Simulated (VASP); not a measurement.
# C (R-3m) in VASP: notebook, part 2 of 2

VASP 6.6.1. Earlier steps stand in the parts before.

### 4 Single point, PBEsol+D3(BJ) (mode 4 frozen in at +0.032 Å and mode 6 at +0.000 Å (largest displacements))

Contents of INCAR:

```
  ALGO = Normal
  EDIFF = 1E-7
  ENCUT = 520
  GGA = PS
  ISIF = 2
  ISMEAR = 0
  IVDW = 12
  LASPH = T
  LCHARG = T
  LELF = T
  LREAL = F
  LVHAR = T
  LWAVE = F
  NBANDS = 11
  NELM = 80
  PREC = Accurate
  SIGMA = 0.05
```

Contents of KPOINTS:

```
k-points
0
Gamma
  15 15 15
```

Contents of POSCAR:

```
C
1.0
    1.2290461105      0.7095901028      3.2829684898
   -1.2290461105      0.7095901028      3.2829684898
    0.0000000000     -1.4191802055      3.2829684898
C
2
Direct
    0.1698022480      0.1698022480      0.1698022480
    0.8301977520      0.8301977520      0.8301977520
```

Potentials or basis: VASP PAW PBE potentials, release 64 (C).

Launch:

```
cat potpaw_PBE.64/C/POTCAR > POTCAR
mpirun -np 1 vasp_std > vasp.out
```

OUTCAR:

```text
EDIFF = 1E-7
   ENCUT = 520
   GGA = PS
   ISIF = 2
   ISMEAR = 0
   IVDW = 12
   LASPH = T
   LREAL = F
   NELM = 80
   PREC = Accurate
 IVDW          = 12

 ion  position               nearest neighbor table
   1  0.170  0.170  0.170-   2 1.42   2 1.42   2 1.42
   2  0.830  0.830  0.830-   1 1.42   1 1.42   1 1.42

  LATTYP: Found a trigonal (rhomboedric) cell.
 ALAT       =     3.5765842029
 COS(alpha) =     0.7638274378

  Lattice vectors:

[... 524 lines left out ...]

 Edisp (eV)   -0.22526

 E8    (eV) :    -0.1095

  FORCE on cell =-STRESS in cart. coord.  units (eV):
  Direction    XX          YY          ZZ          XY          YZ          ZX
  --------------------------------------------------------------------------------------
  -------------------------------------------------------------------------------------
  Total       0.11530     0.11530    -0.06253     0.00000    -0.00000    -0.00000
  in kB      10.75298    10.75298    -5.83228     0.00000    -0.00000    -0.00000
  external pressure =        5.22 kB  Pullay stress =        0.00 kB

 VOLUME and BASIS-vectors are now :
 -----------------------------------------------------------------------------
  energy-cutoff  :      520.00
  volume of cell :       17.18
      direct lattice vectors                 reciprocal lattice vectors
     1.229046110  0.709590103  3.282968490     0.406819562  0.234877383  0.101534125
    -1.229046110  0.709590103  3.282968490    -0.406819562  0.234877383  0.101534125
     0.000000000 -1.419180206  3.282968490     0.000000000 -0.469754767  0.101534125

 POSITION                                       TOTAL-FORCE (eV/Angst)
 -----------------------------------------------------------------------------------
      0.00000      0.00000      1.67237         0.000000     -0.000000     -1.047126
      0.00000      0.00000      8.17654         0.000000      0.000000      1.047126
 -----------------------------------------------------------------------------------
    total drift:                               -0.000000     -0.000000      0.000000

  FREE ENERGIE OF THE ION-ELECTRON SYSTEM (eV)
  ---------------------------------------------------
  free  energy   TOTEN  =       -19.4733653738 eV

  energy  without entropy=      -19.4733653738  energy(sigma->0) =      -19.47336537
```

OSZICAR:

```text
N       E                     dE             d eps       ncg     rms          rms(c)
DAV:   1     0.435916943324E+01    0.43592E+01   -0.45382E+03  7800   0.665E+02
DAV:   2    -0.198477177192E+02   -0.24207E+02   -0.23062E+02  9955   0.131E+02
DAV:   3    -0.204229841412E+02   -0.57527E+00   -0.57384E+00  9493   0.165E+01
DAV:   4    -0.204249843058E+02   -0.20002E-02   -0.20000E-02  8723   0.119E+00
DAV:   5    -0.204249916192E+02   -0.73134E-05   -0.73133E-05  9525   0.666E-02    0.640E+00
DAV:   6    -0.195290161599E+02    0.89598E+00   -0.77712E-01  8801   0.504E+00    0.369E+00
DAV:   7    -0.192467598264E+02    0.28226E+00   -0.84229E-01  8960   0.531E+00    0.970E-01
DAV:   8    -0.192483011755E+02   -0.15413E-02   -0.17952E-02  8462   0.870E-01    0.123E-01
DAV:   9    -0.192480705711E+02    0.23060E-03   -0.56057E-04  9063   0.145E-01    0.529E-02
DAV:  10    -0.192481070619E+02   -0.36491E-04   -0.80630E-05  8776   0.623E-02    0.245E-02
DAV:  11    -0.192481063293E+02    0.73260E-06   -0.37346E-06  9028   0.112E-02    0.604E-03
DAV:  12    -0.192481064345E+02   -0.10513E-06   -0.23657E-07  8698   0.346E-03    0.146E-03
DAV:  13    -0.192481063912E+02    0.43268E-07   -0.47614E-08  8565   0.136E-03
   1 F= -.19473365E+02 E0= -.19473365E+02  d E =-.109841E-10
```

stdout:

```text
POSCAR found type information on POSCAR C
 POSCAR found :  1 types and       2 ions
 scaLAPACK will be used
 -----------------------------------------------------------------------------
|                                                                             |
|                                                                             |
|     You enforced a specific xc type in the INCAR file but a different       |
|     I HOPE YOU KNOW WHAT YOU ARE DOING!                                     |
|                                                                             |
 -----------------------------------------------------------------------------

 LDA part: xc-table for (Slater+PW92), standard interpolation
 POSCAR, INCAR and KPOINTS ok, starting setup
 FFT: planning ... GRIDC
 FFT: planning ... GRID_SOFT
 FFT: planning ... GRID
 WAVECAR not read
 entering main loop
```

Run time: 62 s. Hardware: 1 thread of Intel Xeon 6975P-C (Granite Rapids), shared host; peak memory 0.19 GiB.

What came out:

```yaml
Free_energy: -19.4734 eV
Pressure: 0.5 GPa
Largest_force: 1.047 eV/Å
Band_gap_on_the_k_mesh: 0.64 eV, direct
Dispersion_energy_per_atom: -0.113 eV
```

Forces on the atoms (eV/Å):
```
C    0.000  0.000 -1.047
C    0.000  0.000  1.047
```

Stress tensor (GPa, compression positive):
```
 1.08  0.00  0.00
 0.00  1.08  0.00
 0.00  0.00 -0.58
```

Caveat: the cell differs from its parent crystal (mode 4 frozen in at +0.032 Å and mode 6 at +0.000 Å (largest displacements)); the PAW data sets were made with another functional, which shifts forces and pressure a little. A k mesh can miss the band edges.
